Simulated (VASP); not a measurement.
# Co (P6_3/mmc) in VASP: further runs

Co is run at these levels: r2SCAN; tasks: single point.

Everything below comes from runs of VASP 6.6.1. Logs are shortened: lines on timing, memory, paths and dates and some standing lists are left out, and cuts for length are marked.

**1. The cell of the first run**

The structure is hexagonal, space group P6_3/mmc (No. 194). The conventional cell has a = 2.437 Å, b = 2.437 Å, c = 7.979 Å, α = 90.00°, β = 90.00°, γ = 120.00°. Co (site symmetry -6m2) has 12 Co at 2.44 Å within 3.2 Å. Within 3.2 Å of Co (site symmetry -3m) lie 12 Co at 2.44 Å.

**2. Single point, r2SCAN, collinear spin, ferromagnetic start**

POSCAR

```
Co
1.0
    2.4371717178      0.0000000000      0.0000000000
   -1.2185858589      2.1106526210      0.0000000000
    0.0000000000      0.0000000000      7.9789199430
Co
4
Direct
    0.6666666667      0.3333333333      0.7500000000
    0.0000000000      0.0000000000      0.5000000000
    0.3333333333      0.6666666667      0.2500000000
    0.0000000000      0.0000000000      0.0000000000
```

INCAR.step1

```
SYSTEM = Co
ALGO = Normal ; EDIFF = 1E-4
ENCUT = 520 ; GGA = PE
ISMEAR = -1 ; ISPIN = 2
LASPH = .TRUE. ; LCHARG = .FALSE.
LMAXMIX = 4 ; LREAL = .FALSE.
LWAVE = .TRUE. ; MAGMOM = 2 2 2 2
NBANDS = 30 ; NELM = 150
PREC = Accurate ; SIGMA = 0.05
```

INCAR.step2

```
SYSTEM = Co
ALGO = Normal ; EDIFF = 1E-6
ENCUT = 520 ; ISIF = 2
ISMEAR = -1 ; ISPIN = 2
ISTART = 1 ; LASPH = .TRUE.
LCHARG = .FALSE. ; LMAXMIX = 4
LMIXTAU = .TRUE. ; LORBIT = 11
LREAL = .FALSE. ; LWAVE = .FALSE.
MAGMOM = 2 2 2 2 ; METAGGA = R2SCAN
NBANDS = 30 ; NELM = 150
PREC = Accurate ; SIGMA = 0.05
```

KPOINTS

```
k-points
0
G
  12 12 4
  0 0 0
```

Potentials or basis: VASP PAW PBE potentials, release 64 (Co).

Command:

```sh
cat potpaw_PBE.64/Co/POTCAR > POTCAR
cp INCAR.step1 INCAR
mpirun -np 1 vasp_std > vasp.out
cp INCAR.step2 INCAR
mpirun -np 1 vasp_std > vasp.out
```

OUTCAR:

```text
SYSTEM = Co
   EDIFF = 1E-6
   ENCUT = 520
   ISIF = 2
   ISMEAR = -1
   ISPIN = 2
   ISTART = 1
   LASPH = .TRUE.
   LORBIT = 11
   LREAL = .FALSE.
   METAGGA = R2SCAN
   NELM = 150
   PREC = Accurate

 ion  position               nearest neighbor table
   1  0.667  0.333  0.750-   2 2.44   4 2.44   2 2.44   4 2.44   2 2.44   4 2.44
   2  0.000  0.000  0.500-   1 2.44   3 2.44   1 2.44   3 2.44   1 2.44   3 2.44
   3  0.333  0.667  0.250-   2 2.44   4 2.44   2 2.44   4 2.44   2 2.44   4 2.44
   4  0.000  0.000  0.000-   1 2.44   3 2.44   1 2.44   3 2.44   1 2.44   3 2.44

  LATTYP: Found a hexagonal cell.
 ALAT       =     2.4371717178
 C/A-ratio  =     3.2738439744

  Lattice vectors:

 A1 = (   2.4371717178,   0.0000000000,   0.0000000000)
 A2 = (  -1.2185858589,   2.1106526210,   0.0000000000)
 A3 = (   0.0000000000,   0.0000000000,   7.9789199430)

Analysis of symmetry for initial positions (statically):
=====================================================================
 Subroutine PRICEL returns:
 Original cell was already a primitive cell.

 Routine SETGRP: Setting up the symmetry group for a
 hexagonal supercell.

 Subroutine GETGRP returns: Found 24 space group operations
 (whereof 12 operations were pure point group operations)
 out of a pool of 24 trial point group operations.

The static configuration has the point symmetry D_3d.
 The point group associated with its full space group is D_6h.

Analysis of symmetry for dynamics (positions and initial velocities):
=====================================================================
 Subroutine PRICEL returns:
 Original cell was already a primitive cell.

 Routine SETGRP: Setting up the symmetry group for a
 hexagonal supercell.

 Subroutine GETGRP returns: Found 24 space group operations
 (whereof 12 operations were pure point group operations)
 out of a pool of 24 trial point group operations.

The dynamic configuration has the point symmetry D_3d.
 The point group associated with its full space group is D_6h.

Analysis of structural, dynamic, and magnetic symmetry:
=====================================================================
 Subroutine PRICEL returns:
 Original cell was already a primitive cell.

 Routine SETGRP: Setting up the symmetry group for a
 hexagonal supercell.

 Subroutine GETGRP returns: Found 24 space group operations
 (whereof 12 operations were pure point group operations)
 out of a pool of 24 trial point group operations.

The overall configuration has the point symmetry D_3d.
[... 130 lines left out ...]
   LHFCALC =     F    Hartree Fock is set to
   AEXX    =    0.0000 exact exchange contribution
   IVDW    =     0    specifies the selected vdW correction
   LEPSILON=     F    determine dielectric tensor
   LRPA    =     F    only Hartree local field effects (RPA)
 spin polarized calculation
  energy-cutoff  :      520.00
  volume of cell :       41.04
 maximum number of plane-waves:      1128
   NGX =  9   NGY =  9   NGZ = 29

 number of electron      35.9999944 magnetization       7.0213786

 Free energy of the ion-electron system (eV)
  ---------------------------------------------------
  ext. energy  EPLUGINS =         0.00000000
  ---------------------------------------------------
  free energy    TOTEN  =       -52.84391628 eV

  energy without entropy =      -52.82081914  energy(sigma->0) =      -52.83236771

 E-fermi :  11.2541     XC(G=0): -15.0568

 val. band max:       11.2490347763   @ k =   0.2500  -0.0000   0.0000
 cond. band min:      11.2572418638   @ k =   0.4167   0.0833   0.0000
 fundamental gap:      0.0082070875
 Fermi energy:        11.2540905939

 spin component 1

 k-point     1 :       0.0000    0.0000    0.0000
  band No.  band energies     occupation
      1       1.4236      1.00000
      2       3.7363      1.00000
      3       3.7803      1.00000
      4       5.1184      1.00000
      5       7.3877      1.00000
      6       7.4323      1.00000
[... 781 lines left out ...]
     29      26.7139      0.00000
     30      27.5665      0.00000

 [... further k-points ...]

 spin component 2

 k-point     1 :       0.0000    0.0000    0.0000
  band No.  band energies     occupation
      1       0.9008      1.00000
      2       3.3976      1.00000
      3       3.4171      1.00000
      4       6.2253      1.00000
      5       9.1637      1.00000
      6       9.3076      1.00000
[... 781 lines left out ...]
     29      27.3090      0.00000
     30      28.1887      0.00000

 [... further k-points ...]

------------------------ aborting loop because EDIFF is reached ----------------------------------------

  FORCE on cell =-STRESS in cart. coord.  units (eV):
  Direction    XX          YY          ZZ          XY          YZ          ZX
  --------------------------------------------------------------------------------------
  -------------------------------------------------------------------------------------
  Total        2.6803701      2.6803701      2.3508033      0.0000000      0.0000000     -0.0000000
  in kB      104.6305113    104.6305113     91.7655919      0.0000000      0.0000000     -0.0000000
  external PRESSURE =     100.3422049 kB  Pullay stress =       0.0000000 kB

 VOLUME and BASIS-vectors are now :
 -----------------------------------------------------------------------------
  energy-cutoff  :      520.00
  volume of cell :       41.04
      direct lattice vectors                 reciprocal lattice vectors
     2.437171718  0.000000000  0.000000000     0.410311671  0.236893554  0.000000000
    -1.218585859  2.110652621  0.000000000     0.000000000  0.473787107  0.000000000
     0.000000000  0.000000000  7.978919943     0.000000000  0.000000000  0.125330246

 POSITION                                       TOTAL-FORCE (eV/Angst)
 -----------------------------------------------------------------------------------
      1.21859      0.70355      5.98419        -0.000000     -0.000000     -0.000000
      0.00000      0.00000      3.98946        -0.000000      0.000000     -0.000000
     -0.00000      1.40710      1.99473         0.000000     -0.000000      0.000000
      0.00000      0.00000      0.00000        -0.000000      0.000000     -0.000000
 -----------------------------------------------------------------------------------
    total drift:                                0.000000     -0.000000      0.000000

  FREE ENERGIE OF THE ION-ELECTRON SYSTEM (eV)
  ---------------------------------------------------
  free  energy   TOTEN  =       -52.8439162798 eV

  energy  without entropy=      -52.8208191385  energy(sigma->0) =      -52.83236771

 total charge

# of ion       s       p       d       tot
------------------------------------------
    1        0.535   0.615   7.257   8.406
    2        0.537   0.611   7.268   8.416
    3        0.535   0.615   7.257   8.406
    4        0.537   0.611   7.268   8.416
--------------------------------------------------
tot          2.144   2.453  29.049  33.646

 magnetization (x)

# of ion       s       p       d       tot
------------------------------------------
    1       -0.008  -0.078   1.901   1.815
    2       -0.009  -0.076   1.876   1.791
    3       -0.008  -0.078   1.901   1.815
    4       -0.009  -0.076   1.876   1.791
--------------------------------------------------
tot         -0.034  -0.308   7.555   7.212
```

Run time: 4.5 min. Hardware: 1 thread of Intel Xeon 6975P-C (Granite Rapids), shared host; peak memory 0.23 GiB.

Results:

```yaml
Free_energy: -52.8439 eV
Pressure: 10.0 GPa
Net_moment: 7.02 μB per cell
Site_moments: Co +1.81, +1.79 (each value once) μB
Valence_electrons_inside_the_program's_atomic_spheres: Co 8.41, 8.42 (each value once)
```

Stress tensor (GPa, compression positive):
```
10.46  0.00  0.00
 0.00 10.46  0.00
 0.00  0.00  9.18
```

Caveat: the cell stands under pressure; the PAW data sets were made with another functional, which shifts forces and pressure a little.

**3. Single point, r2SCAN, collinear spin, ferromagnetic start**

This run uses another cell than the first one, of 10.47 Å³/atom.

POSCAR

```
Co
1.0
    2.4539803297      0.0000000000      0.0000000000
   -1.2269901649      2.1252093060      0.0000000000
    0.0000000000      0.0000000000      8.0339487160
Co
4
Direct
    0.6666666667      0.3333333333      0.7500000000
    0.0000000000      0.0000000000      0.5000000000
    0.3333333333      0.6666666667      0.2500000000
    0.0000000000      0.0000000000      0.0000000000
```

INCAR.step1

```
PREC = Accurate
ENCUT = 520
ISMEAR = -1
SIGMA = 0.05
LREAL = F
LASPH = T
NELM = 150
ISPIN = 2
MAGMOM = 2 2 2 2
LMAXMIX = 4
NBANDS = 30
GGA = PE
ALGO = Normal
EDIFF = 1E-4
LWAVE = T
LCHARG = F
```

INCAR.step2

```
PREC = Accurate
ENCUT = 520
EDIFF = 1E-7
ISMEAR = -1
SIGMA = 0.05
LREAL = F
LASPH = T
NELM = 150
ALGO = Normal
ISIF = 2
LWAVE = F
LCHARG = T
ISPIN = 2
MAGMOM = 2 2 2 2
LORBIT = 11
LMAXMIX = 4
METAGGA = R2SCAN
LMIXTAU = T
LELF = T
LVHAR = T
NBANDS = 30
ISTART = 1
```

KPOINTS

```
regular mesh
0
Gamma
  12 12 4
```

Potentials or basis: VASP PAW PBE potentials, release 64 (Co).

Command:

```sh
cat potpaw_PBE.64/Co/POTCAR > POTCAR
cp INCAR.step1 INCAR
mpirun -np 1 vasp_std > vasp.out
cp INCAR.step2 INCAR
mpirun -np 1 vasp_std > vasp.out
```

OUTCAR:

```text
PREC = Accurate
   ENCUT = 520
   EDIFF = 1E-7
   ISMEAR = -1
   LREAL = F
   LASPH = T
   NELM = 150
   ISIF = 2
   ISPIN = 2
   LORBIT = 11
   METAGGA = R2SCAN
   ISTART = 1

 ion  position               nearest neighbor table
   1  0.667  0.333  0.750-   2 2.46   4 2.46   2 2.46   4 2.46   2 2.46   4 2.46
   2  0.000  0.000  0.500-   1 2.46   3 2.46   1 2.46   3 2.46   1 2.46   3 2.46
   3  0.333  0.667  0.250-   2 2.46   4 2.46   2 2.46   4 2.46   2 2.46   4 2.46
   4  0.000  0.000  0.000-   1 2.46   3 2.46   1 2.46   3 2.46   1 2.46   3 2.46

  LATTYP: Found a hexagonal cell.
[... 1817 lines left out ...]
     2.453980330  0.000000000  0.000000000     0.407501229  0.235270944  0.000000000
    -1.226990165  2.125209306  0.000000000     0.000000000  0.470541888  0.000000000
     0.000000000  0.000000000  8.033948716     0.000000000  0.000000000  0.124471793

 POSITION                                       TOTAL-FORCE (eV/Angst)
 -----------------------------------------------------------------------------------
      1.22699      0.70840      6.02546        -0.000000      0.000000      0.000000
      0.00000      0.00000      4.01697         0.000000      0.000000     -0.000000
     -0.00000      1.41681      2.00849         0.000000      0.000000      0.000000
      0.00000      0.00000      0.00000        -0.000000      0.000000     -0.000000
 -----------------------------------------------------------------------------------
    total drift:                                0.000000     -0.000000      0.000000

  FREE ENERGIE OF THE ION-ELECTRON SYSTEM (eV)
  ---------------------------------------------------
  free  energy   TOTEN  =       -52.8827751009 eV

  energy  without entropy=      -52.8597085263  energy(sigma->0) =      -52.87124181

 total charge

# of ion       s       p       d       tot
------------------------------------------
    1        0.525   0.595   7.241   8.362
    2        0.527   0.592   7.252   8.372
    3        0.525   0.595   7.241   8.362
    4        0.527   0.592   7.252   8.372
--------------------------------------------------
tot          2.105   2.375  28.987  33.467

 magnetization (x)

# of ion       s       p       d       tot
------------------------------------------
    1       -0.008  -0.078   1.913   1.826
    2       -0.009  -0.076   1.886   1.801
    3       -0.008  -0.078   1.913   1.826
    4       -0.009  -0.076   1.886   1.801
--------------------------------------------------
tot         -0.034  -0.309   7.598   7.255
```

OUTCAR.step1:

```text
PREC = Accurate
   ENCUT = 520
   ISMEAR = -1
   LREAL = F
   LASPH = T
[... 1835 lines left out ...]
      1.22699      0.70840      6.02546         0.000000     -0.000000      0.000000
      0.00000      0.00000      4.01697        -0.000000      0.000000      0.000000
     -0.00000      1.41681      2.00849         0.000000      0.000000     -0.000000
      0.00000      0.00000      0.00000        -0.000000      0.000000      0.000000
 -----------------------------------------------------------------------------------
    total drift:                                0.000000     -0.000000      0.000000

  FREE ENERGIE OF THE ION-ELECTRON SYSTEM (eV)
  ---------------------------------------------------
  free  energy   TOTEN  =       -28.0859295411 eV

  energy  without entropy=      -28.0507952472  energy(sigma->0) =      -28.06836239
```

OSZICAR.step1:

```text
N       E                     dE             d eps       ncg     rms          rms(c)
DAV:   1     0.239538359529E+03    0.23954E+03   -0.15610E+04  6992   0.164E+03
DAV:   2    -0.168710770923E+02   -0.25641E+03   -0.23866E+03  6840   0.311E+02
DAV:   3    -0.318604761977E+02   -0.14989E+02   -0.14137E+02  7620   0.101E+02
DAV:   4    -0.321343338913E+02   -0.27386E+00   -0.27342E+00  8434   0.134E+01
DAV:   5    -0.321450255002E+02   -0.10692E-01   -0.10691E-01  9320   0.207E+00    0.219E+01
DAV:   6    -0.287110762842E+02    0.34339E+01   -0.23743E+01  7652   0.725E+01    0.932E+00
DAV:   7    -0.285595065825E+02    0.15157E+00   -0.46454E+00  7886   0.383E+01    0.119E+01
DAV:   8    -0.287495711170E+02   -0.19006E+00   -0.58209E+00  7978   0.469E+01    0.124E+01
DAV:   9    -0.281072813019E+02    0.64229E+00   -0.15686E+00  8340   0.251E+01    0.250E+00
DAV:  10    -0.280867333648E+02    0.20548E-01   -0.12666E-01  8424   0.412E+00    0.781E-01
DAV:  11    -0.280853538956E+02    0.13795E-02   -0.11931E-02  8238   0.961E-01    0.401E-01
DAV:  12    -0.280856775332E+02   -0.32364E-03   -0.96898E-04  7304   0.394E-01    0.158E-01
DAV:  13    -0.280859380586E+02   -0.26053E-03   -0.33541E-04  6304   0.209E-01    0.904E-02
DAV:  14    -0.280859295411E+02    0.85176E-05   -0.12579E-04  3800   0.219E-01
   1 F= -.28085930E+02 E0= -.28068362E+02  d E =-.351343E-01  mag=     6.4761
```

Wall time 5.1 min (1 thread of Intel Xeon 6975P-C (Granite Rapids), shared host); peak memory 0.23 GiB.

Results:

```yaml
Free_energy: -52.8828 eV
Pressure: 4.6 GPa
Net_moment: 7.04 μB per cell
Site_moments: Co +1.83, +1.80 (each value once) μB
Valence_electrons_inside_the_program's_atomic_spheres: Co 8.36, 8.37 (each value once)
```

Levels at points of the mesh, in eV from the Fermi level:
Spin up:
```tsv
k point	band 20	band 21	band 22	band 23	band 24	band 25
(0.00, 0.00, 0.00)	-2.01	-2.01	-1.60	-1.60	-0.54	6.20
(0.50, 0.00, 0.00)	-1.26	0.00	1.20	2.19	2.93	7.06
(0.00, 0.00, 0.50)	-2.45	-1.78	-1.78	-1.78	-1.78	9.40
(0.50, 0.00, 0.50)	-1.31	0.88	0.88	2.62	2.62	7.46
```
Spin down:
```csv
k point,band 10,band 11,band 12,band 13,band 14,band 15,band 16,band 17,band 18,band 19
"(0.00, 0.00, 0.00)",-1.13,-1.13,-1.04,-0.93,-0.93,-0.89,-0.89,0.40,0.40,0.66
"(0.50, 0.00, 0.00)",-1.11,-0.91,-0.05,0.00,0.13,1.11,1.34,1.37,1.40,1.41
"(0.00, 0.00, 0.50)",-1.10,-1.10,-1.10,-1.02,-1.02,-1.02,-1.02,0.55,0.55,0.55
"(0.50, 0.00, 0.50)",-1.10,-0.80,-0.80,-0.44,-0.44,1.00,1.00,1.42,1.42,1.56
```

Caveat: the cell stands under pressure; the PAW data sets were made with another functional, which shifts forces and pressure a little.
